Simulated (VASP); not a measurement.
Wanted: the native input for a VASP 6.6.1 run.

```
Task                   : single point
Functional             : PBEsol
Potentials or basis    : VASP PAW PBE potentials, release 64 (Ta_pv, Na_pv)
Cutoff                 : 520 eV
k mesh                 : 6 × 6 × 1
Occupations            : gaussian, width 0.1 eV
Spin                   : no spin polarisation
Dipole correction      : yes
Further INCAR settings : ALGO = Normal; EDIFF = 1e-07; NBANDS = 46
```

The structure of NaTa6 lies in POSCAR:

```
NaTa6
1.0
    4.6392671641      0.0000000000      0.0000000000
   -2.3196335821      4.0177232191      0.0000000000
    0.0000000000      0.0000000000     19.9438808552
Ta Na
6 1
Direct
    0.6666666667      0.3333333333      0.2005627706
    0.3333333333      0.6666666666      0.2480453268
    0.0000000000      0.0000000000      0.2955278831
    0.6666666667      0.3333333333      0.3400187737
    0.3333333333      0.6666666666      0.3814681521
    0.0000000000      0.0000000000      0.4233820346
    0.2222222222      0.1111111111      0.5710071425
```

One way to write it, as run:

INCAR

```
PREC = Accurate
ENCUT = 520
EDIFF = 1E-7
ISMEAR = 0
SIGMA = 0.1
LREAL = F
LASPH = T
NELM = 60
ALGO = Normal
ISIF = 2
LWAVE = F
LCHARG = F
LDIPOL = T
IDIPOL = 3
DIPOL = 0.5 0.5 0.351
GGA = PS
NBANDS = 46
```

KPOINTS

```
regular mesh
0
Gamma
  6 6 1
```

Potentials or basis: VASP PAW PBE potentials, release 64 (Ta_pv, Na_pv).

Launch:

```sh
$ cat potpaw_PBE.64/Ta_pv/POTCAR potpaw_PBE.64/Na_pv/POTCAR > POTCAR
$ mpirun -np 1 vasp_std > vasp.out
```

It gave:

```
Largest force          : 1.815 eV/Å
Band gap on the k mesh : zero (an odd number of electrons rules out a gap without spin polarisation)
```

Caveat: the PAW data sets were made with another functional, which shifts forces and pressure a little; spin-orbit coupling is left out, which moves the levels of the heavy elements.

It took 13 min on 1 thread of Intel(R) Xeon(R) 6975P-C (Granite Rapids), on a shared host, peak memory 0.54 GiB.
